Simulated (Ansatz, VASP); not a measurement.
# Pt: VASP beside Ansatz

File INCAR:

```
SYSTEM = Pt
ALGO = Fast
EDIFF = 1E-7
ENCUT = 520
ISIF = 2
ISMEAR = 0
LASPH = .True.
LCHARG = .False.
LREAL = .False.
LWAVE = .False.
NBANDS = 11
NELM = 80
PREC = Accurate
SIGMA = 0.15
```

The input KPOINTS:

```
k-points
0
Gamma
  20 20 20
  0 0 0
```

Contents of POSCAR:

```
Pt
1.0
    0.0000000000      1.9468328700      1.8786937196
    1.8397570622      0.0000000000      1.8786937196
    1.8397570622      1.9468328700      0.0000000000
Pt
1
Direct
    0.0000000000      0.0000000000      0.0000000000
```

Input for Ansatz:

```yaml
crystal:
  lattice:
    - [0.0, 1.94683287, 1.8786937196]
    - [1.8397570622, 0.0, 1.8786937196]
    - [1.8397570622, 1.94683287, 0.0]
  atoms:
    - { symbol: Pt, position: [0.0, 0.0, 0.0] }
basis:
  ecutwfc: 420
kpoints:
  mp_grid: { grid: [20, 20, 20] }
hamiltonian:
  xc: lda
scf:
  occupations: { method: gaussian, width: 0.15 }
output:
  forces: true
  stress: true
  eigenvalues: true
```

Change from the starting cell: normal strain along x -0.0550, normal strain along z -0.0350.

Alike in both runs: task single point; functional LDA; k mesh 20 × 20 × 20; occupations gaussian, width 0.15 eV; no spin polarisation.

```csv
,VASP,Ansatz
version,VASP 6.6.1,Ansatz 0.2.0
potentials or method,"VASP PAW LDA potentials, release 64 (Pt), cutoff 520 eV","scalar-relativistic, plane waves, PAW"
valence electrons in the cell,10,18
```

```csv
,VASP,Ansatz,Ansatz less VASP
gap on the k mesh at the Fermi level (eV),none,none,-
pressure (GPa),37.9,36.7,-1.23
"traceless stress, the component that is largest in VASP (GPa)",-5.65,-5.64,+0.008
```

LDA's correlation is that of Perdew and Zunger in VASP and of Perdew and Wang (1992) in Ansatz. A gap of «none» marks a metal or a gap that the smearing closes. Both programs put the cell under a high pressure, so it lies far from rest at this level. VASP's potentials hold 10 valence electrons a cell and Ansatz's 18, so a difference there can come from the potentials and not from the codes.

Neither program's run includes spin-orbit coupling.
